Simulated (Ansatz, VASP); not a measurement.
# Ag: VASP beside Ansatz

The input INCAR:

```
SYSTEM = Ag
  ALGO = Fast
  EDIFF = 1E-6
  ENCUT = 520
  GGA = PS
  ISIF = 2
  ISMEAR = 0
  LASPH = .True.
  LCHARG = .False.
  LREAL = .False.
  LWAVE = .False.
  NBANDS = 12
  NELM = 80
  PREC = Accurate
  SIGMA = 0.15
```

Contents of KPOINTS:

```
k-points
0
Gamma
  28 28 28
  0 0 0
```

Contents of POSCAR:

```
Ag
1.0
   -1.8615614530      1.8615614530      1.2100149445
    1.8615614530     -1.8615614530      1.2100149445
    1.8615614530      1.8615614530     -1.2100149445
Ag
1
Direct
    0.0000000000      0.0000000000      0.0000000000
```

Input for Ansatz:

```yaml
crystal:
  lattice:
    - [-1.861561453, 1.861561453, 1.2100149445]
    - [1.861561453, -1.861561453, 1.2100149445]
    - [1.861561453, 1.861561453, -1.2100149445]
  atoms:
    - { symbol: Ag, position: [0.0, 0.0, 0.0] }
basis:
  ecutwfc: 420
kpoints:
  mp_grid: { grid: [28, 28, 28] }
hamiltonian:
  xc: pbesol
scf:
  occupations: { method: gaussian, width: 0.15 }
output:
  forces: true
  stress: true
  eigenvalues: true
```

Alike in both runs: task single point; functional PBEsol; k mesh 28 × 28 × 28; occupations gaussian, width 0.15 eV; no spin polarisation.

```csv
,VASP,Ansatz
version,VASP 6.6.1,Ansatz 0.2.0
potentials or method,"VASP PAW PBE potentials, release 64 (Ag), cutoff 520 eV","scalar-relativistic, plane waves, PAW"
valence electrons in the cell,11,19
```

Ansatz gave:

* gap on the k mesh at the Fermi level (eV): none
* pressure (GPa): 14.4
* traceless stress, the component that is largest in VASP (GPa): 38.54

Q: Estimate VASP's values.

A: gap on the k mesh at the Fermi level (eV): none; pressure (GPa): 14.1; traceless stress, the component that is largest in VASP (GPa): 38.08.

VASP's potentials were made for PBE, not for PBEsol. A gap of «none» marks a metal or a gap that the smearing closes. With one functional, cell and mesh, what is left measures potentials, basis and numerics. VASP's potentials hold 11 valence electrons a cell and Ansatz's 19, so a difference there can come from the potentials and not from the codes.
